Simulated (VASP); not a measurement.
# CO2 (Pbca) in VASP: further runs, part 2 of 2

VASP 6.6.1. Earlier steps stand in the parts before.

## 4. Single point, PBE (volume 21.489 Å^3 an atom, c/a of the conventional cell 1.1013)

INCAR

```
SYSTEM = CO2
  PREC = Accurate
  ENCUT = 520
  EDIFF = 1E-7
  ISMEAR = 0
  SIGMA = 0.05
  LREAL = .False.
  LASPH = .True.
  NELM = 100
  ALGO = Normal
  ISIF = 2
  LWAVE = .False.
  LCHARG = .False.
  GGA = PE
  NBANDS = 44
```

KPOINTS

```
regular mesh
0
Gamma
  4 4 4
  0 0 0
```

POSCAR

```
CO2
1.0
    6.1635454701      0.0000000000      0.0000000000
    0.0000000000      6.1635454701      0.0000000000
    0.0000000000      0.0000000000      6.7879126262
C O
4 8
Direct
    0.0000000000      0.0000000000      0.0000000000
    0.5000000000      0.0000000000      0.5000000000
    0.5000000000      0.5000000000      0.0000000000
    0.0000000000      0.5000000000      0.5000000000
    0.1114834447      0.1114834447      0.1114834447
    0.3885165553      0.8885165553      0.6114834447
    0.6114834447      0.3885165553      0.8885165553
    0.8885165553      0.6114834447      0.3885165553
    0.8885165553      0.8885165553      0.8885165553
    0.6114834447      0.1114834447      0.3885165553
    0.3885165553      0.6114834447      0.1114834447
    0.1114834447      0.3885165553      0.6114834447
```

Command:

```sh
$ cat potpaw_PBE.64/C/POTCAR potpaw_PBE.64/O/POTCAR > POTCAR
$ mpirun -np 1 vasp_std > vasp.out
```

Wall time 5.3 min (1 thread of Oxide Virtual Turin-like, shared host); peak memory 0.41 GiB.

Results (log left out):

| Quantity | Value |
| --- | --- |
| Free energy | -91.1376 eV |
| Pressure | -9.8 GPa |
| Largest force | 4.670 eV/Å |
| Band gap on the k mesh | 6.09 eV, direct |

Forces in eV/Å, atoms in the order of the input:
```
C    0.000  0.000  0.000
C    0.000  0.000  0.000
C    0.000  0.000  0.000
C    0.000  0.000  0.000
O   -2.605 -2.597 -2.877
O    2.605  2.597 -2.877
O   -2.605  2.597  2.877
O    2.605 -2.597  2.877
O    2.605  2.597  2.877
O   -2.605 -2.597  2.877
O    2.605 -2.597 -2.877
O   -2.605  2.597 -2.877
```

Stress tensor (GPa, compression positive):
```
 -9.16   0.00   0.00
  0.00  -9.13   0.00
  0.00   0.00 -11.22
```

Levels at points of the mesh, in eV from the valence-band top:
| k point | band 28 | band 29 | band 30 | band 31 | band 32 | band 33 | band 34 | band 35 | band 36 | band 37 |
| --- | --- | --- | --- | --- | --- | --- | --- | --- | --- | --- |
| (0.00, 0.00, 0.00) | -0.14 | -0.12 | -0.11 | -0.09 | 0.00 | 6.09 | 7.15 | 7.22 | 7.26 | 7.27 |
| (0.50, 0.00, 0.00) | -0.19 | -0.16 | -0.16 | -0.09 | -0.09 | 7.23 | 7.23 | 7.27 | 7.27 | 7.33 |
| (0.00, 0.50, 0.00) | -0.19 | -0.16 | -0.16 | -0.08 | -0.08 | 7.16 | 7.16 | 7.29 | 7.29 | 7.35 |
| (0.50, 0.50, 0.00) | -0.19 | -0.16 | -0.16 | -0.16 | -0.16 | 7.18 | 7.18 | 7.18 | 7.18 | 7.54 |
| (0.00, 0.00, 0.50) | -0.20 | -0.18 | -0.18 | -0.06 | -0.06 | 7.10 | 7.10 | 7.18 | 7.18 | 7.30 |
| (0.50, 0.00, 0.50) | -0.20 | -0.15 | -0.15 | -0.15 | -0.15 | 7.20 | 7.20 | 7.20 | 7.20 | 7.50 |
| (0.00, 0.50, 0.50) | -0.19 | -0.15 | -0.15 | -0.15 | -0.15 | 7.19 | 7.19 | 7.19 | 7.19 | 7.50 |
| (0.50, 0.50, 0.50) | -0.21 | -0.14 | -0.14 | -0.14 | -0.14 | 7.19 | 7.19 | 7.19 | 7.19 | 7.62 |

Caveat: forces of over 1 eV/Å act on the atoms, so gaps and moduli don't describe the material at rest.

## 5. Single point, PBE (volume 19.117 Å^3 an atom, c/a of the conventional cell 0.9302)

INCAR

```
PREC     = Accurate       # precision mode
ENCUT    = 520            # plane-wave cutoff, eV
EDIFF    = 1E-6           # SCF threshold, eV
ISMEAR   = 0              # smearing method
SIGMA    = 0.05           # smearing width, eV
LREAL    = False          # projectors in reciprocal space
LASPH    = True           # aspherical terms in the spheres
NELM     = 80             # most SCF steps
ALGO     = Normal         # electronic algorithm
ISIF     = 2              # what is computed and relaxed
LWAVE    = False          # write WAVECAR
LCHARG   = True           # write CHGCAR
GGA      = PE             # functional
LELF     = True           # ELF
LVHAR    = True         
NBANDS   = 44             # bands
```

KPOINTS

```
Automatic mesh
0
Gamma
  4 4 4
```

POSCAR, as its differences from that of step 4:

```diff
@@ -2,5 +2,5 @@
 1.0
-    6.1635454701      0.0000000000      0.0000000000
-    0.0000000000      6.1635454701      0.0000000000
-    0.0000000000      0.0000000000      6.7879126262
+    6.2710685818      0.0000000000      0.0000000000
+    0.0000000000      6.2710685818      0.0000000000
+    0.0000000000      0.0000000000      5.8333479948
 C O
```

Potentials or basis: VASP PAW PBE potentials, release 64 (C, O).

Command:

```sh
$ cat potpaw_PBE.64/C/POTCAR potpaw_PBE.64/O/POTCAR > POTCAR
$ mpirun -np 1 vasp_std > vasp.out
```

OUTCAR:

```text
PREC = Accurate
   ENCUT = 520
   EDIFF = 1E-6
   ISMEAR = 0
   LREAL = False
   LASPH = True
   NELM = 80
   ISIF = 2
   GGA = PE

 ion  position               nearest neighbor table
   1  0.000  0.000  0.000-   5 1.18   9 1.18
   2  0.500  0.000  0.500-   6 1.18  10 1.18
   3  0.500  0.500  0.000-   7 1.18  11 1.18
   4  0.000  0.500  0.500-   8 1.18  12 1.18
   5  0.111  0.111  0.111-   1 1.18
   6  0.389  0.889  0.611-   2 1.18
   7  0.611  0.389  0.889-   3 1.18
   8  0.889  0.611  0.389-   4 1.18
   9  0.889  0.889  0.889-   1 1.18
  10  0.611  0.111  0.389-   2 1.18
  11  0.389  0.611  0.111-   3 1.18
  12  0.111  0.389  0.611-   4 1.18

  LATTYP: Found a simple tetragonal cell.
 ALAT       =     6.2710685818
 C/A-ratio  =     0.9302000000

  Lattice vectors:

 A1 = (   6.2710685818,   0.0000000000,   0.0000000000)
 A2 = (   0.0000000000,   6.2710685818,   0.0000000000)
 A3 = (   0.0000000000,   0.0000000000,   5.8333479948)

Analysis of symmetry for initial positions (statically):
=====================================================================
 Subroutine PRICEL returns:
 Original cell was already a primitive cell.

 Routine SETGRP: Setting up the symmetry group for a
 simple tetragonal supercell.

 Subroutine GETGRP returns: Found  8 space group operations
 (whereof  2 operations were pure point group operations)
 out of a pool of 16 trial point group operations.

The static configuration has the point symmetry S_2 .
 The point group associated with its full space group is D_2h.

Analysis of symmetry for dynamics (positions and initial velocities):
=====================================================================
 Subroutine PRICEL returns:
 Original cell was already a primitive cell.
[... 156 lines left out ...]
   AEXX    =    0.0000 exact exchange contribution
   IVDW    =     0    specifies the selected vdW correction
   LEPSILON=     F    determine dielectric tensor
   LRPA    =     F    only Hartree local field effects (RPA)
 non-spin polarized calculation
 Gauss-broadening in eV      SIGMA  =   0.05
  energy-cutoff  :      520.00
  volume of cell :      229.40
 maximum number of plane-waves:      6201
 NGX is ok and might be reduce to    48
   NGX = 23   NGY = 23   NGZ = 21

 number of electron      63.9999993 magnetization

 Free energy of the ion-electron system (eV)
  ---------------------------------------------------
  ext. energy  EPLUGINS =         0.00000000
  ---------------------------------------------------
  free energy    TOTEN  =       -92.25141851 eV

  energy without entropy =      -92.25141851  energy(sigma->0) =      -92.25141851

 E-fermi :  -4.6747     XC(G=0):  -6.7707

 val. band max:       -4.8966656438   @ k =   0.0000   0.0000   0.0000
 cond. band min:       1.5663709131   @ k =   0.0000   0.0000   0.0000
 fundamental gap:      6.4630365569
 Fermi energy:        -4.6747472797

 k-point     1 :       0.0000    0.0000    0.0000
  band No.  band energies     occupation
      1     -25.1396      2.00000
      2     -25.0646      2.00000
      3     -25.0623      2.00000
      4     -25.0505      2.00000
      5     -24.0899      2.00000
      6     -24.0877      2.00000
[... 1117 lines left out ...]
     43       4.7420      0.00000
     44       4.7420      0.00000

 [... further k-points ...]

------------------------ aborting loop because EDIFF is reached ----------------------------------------

  FORCE on cell =-STRESS in cart. coord.  units (eV):
  Direction    XX          YY          ZZ          XY          YZ          ZX
  --------------------------------------------------------------------------------------
  -------------------------------------------------------------------------------------
  Total       -2.9250545     -2.8915114     -2.2780924      0.0000000      0.0000000      0.0000000
  in kB      -20.4288330    -20.1945652    -15.9103940      0.0000000      0.0000000      0.0000000
  external PRESSURE =     -18.8445974 kB  Pullay stress =       0.0000000 kB

 VOLUME and BASIS-vectors are now :
 -----------------------------------------------------------------------------
  energy-cutoff  :      520.00
  volume of cell :      229.40
      direct lattice vectors                 reciprocal lattice vectors
     6.271068582  0.000000000  0.000000000     0.159462456  0.000000000  0.000000000
     0.000000000  6.271068582  0.000000000     0.000000000  0.159462456  0.000000000
     0.000000000  0.000000000  5.833347995     0.000000000  0.000000000  0.171428141

 POSITION                                       TOTAL-FORCE (eV/Angst)
 -----------------------------------------------------------------------------------
      0.00000      0.00000      0.00000         0.000000      0.000000      0.000000
      3.13553      0.00000      2.91667         0.000000      0.000000      0.000000
      3.13553      3.13553      0.00000         0.000000      0.000000      0.000000
      0.00000      3.13553      2.91667         0.000000      0.000000      0.000000
      0.69912      0.69912      0.65032        -0.441893     -0.449787     -0.403968
      2.43641      5.57195      3.56700         0.441893      0.449787     -0.403968
      3.83465      2.43641      5.18303        -0.441893      0.449787      0.403968
      5.57195      3.83465      2.26635         0.441893     -0.449787      0.403968
      5.57195      5.57195      5.18303         0.441893      0.449787      0.403968
      3.83465      0.69912      2.26635        -0.441893     -0.449787      0.403968
      2.43641      3.83465      0.65032         0.441893     -0.449787     -0.403968
      0.69912      2.43641      3.56700        -0.441893      0.449787     -0.403968
 -----------------------------------------------------------------------------------
    total drift:                                0.000000      0.000000      0.000000

  FREE ENERGIE OF THE ION-ELECTRON SYSTEM (eV)
  ---------------------------------------------------
  free  energy   TOTEN  =       -92.2514185126 eV

  energy  without entropy=      -92.2514185126  energy(sigma->0) =      -92.25141851
```

OSZICAR:

```text
N       E                     dE             d eps       ncg     rms          rms(c)
DAV:   1     0.447888864640E+03    0.44789E+03   -0.31820E+04  2384   0.128E+03
DAV:   2    -0.594356522012E+02   -0.50732E+03   -0.49449E+03  3160   0.310E+02
DAV:   3    -0.979882813035E+02   -0.38553E+02   -0.38285E+02  2832   0.910E+01
DAV:   4    -0.985346347876E+02   -0.54635E+00   -0.54304E+00  2788   0.119E+01
DAV:   5    -0.985450261186E+02   -0.10391E-01   -0.10385E-01  2688   0.159E+00    0.187E+01
DAV:   6    -0.927660396892E+02    0.57790E+01   -0.18754E+01  2740   0.225E+01    0.858E+00
DAV:   7    -0.923741677888E+02    0.39187E+00   -0.10938E+00  2700   0.564E+00    0.485E+00
DAV:   8    -0.922663614074E+02    0.10781E+00   -0.71936E-01  2716   0.384E+00    0.105E+00
DAV:   9    -0.922503956997E+02    0.15966E-01   -0.52254E-02  2600   0.126E+00    0.423E-01
DAV:  10    -0.922511139939E+02   -0.71829E-03   -0.11350E-02  2772   0.485E-01    0.805E-02
DAV:  11    -0.922513603547E+02   -0.24636E-03   -0.29317E-04  2628   0.944E-02    0.340E-02
DAV:  12    -0.922514181863E+02   -0.57832E-04   -0.51460E-05  2792   0.389E-02    0.564E-03
DAV:  13    -0.922514185126E+02   -0.32639E-06   -0.15962E-06  1908   0.756E-03
   1 F= -.92251419E+02 E0= -.92251419E+02  d E =-.127318E-11
```

Wall time 4.2 min (1 thread of Oxide Virtual Turin-like, shared host); peak memory 0.39 GiB.

What came out:

* Free energy: -92.2514 eV
* Pressure: -1.9 GPa
* Largest force: 0.749 eV/Å
* Band gap on the k mesh: 6.46 eV, direct

Forces on the atoms (eV/Å):
```
C    0.000  0.000  0.000
C    0.000  0.000  0.000
C    0.000  0.000  0.000
C    0.000  0.000  0.000
O   -0.442 -0.450 -0.404
O    0.442  0.450 -0.404
O   -0.442  0.450  0.404
O    0.442 -0.450  0.404
O    0.442  0.450  0.404
O   -0.442 -0.450  0.404
O    0.442 -0.450 -0.404
O   -0.442  0.450 -0.404
```

## 6. Summary

| cell | gap on the mesh (eV) | pressure (GPa) | largest force (eV/Å) |
| --- | --- | --- | --- |
| a = 5.913, b = 5.913, c = 6.357 Å, 12 atoms | 6.56 | 0.9 | 0.49 |
| a = 5.819, b = 5.819, c = 6.565 Å, 12 atoms | 6.51 | 0.4 | 0.23 |
| a = 6.164, b = 6.164, c = 6.788 Å, 12 atoms | 6.09 | -9.8 | 4.67 |
| a = 6.271, b = 6.271, c = 5.833 Å, 12 atoms | 6.46 | -1.9 | 0.75 |

Alike in all rows: task single point; level PBE; potentials or basis VASP PAW PBE potentials, release 64 (C, O); no spin polarisation; k mesh 4 × 4 × 4; cutoff (eV) 520; smearing gaussian 0.05 eV.

Caveats: forces of over 1 eV/Å act on the atoms, so gaps and moduli don't describe the material at rest (some runs).

Total energies depend on the potentials used, so only differences within one code and one set of settings carry meaning.
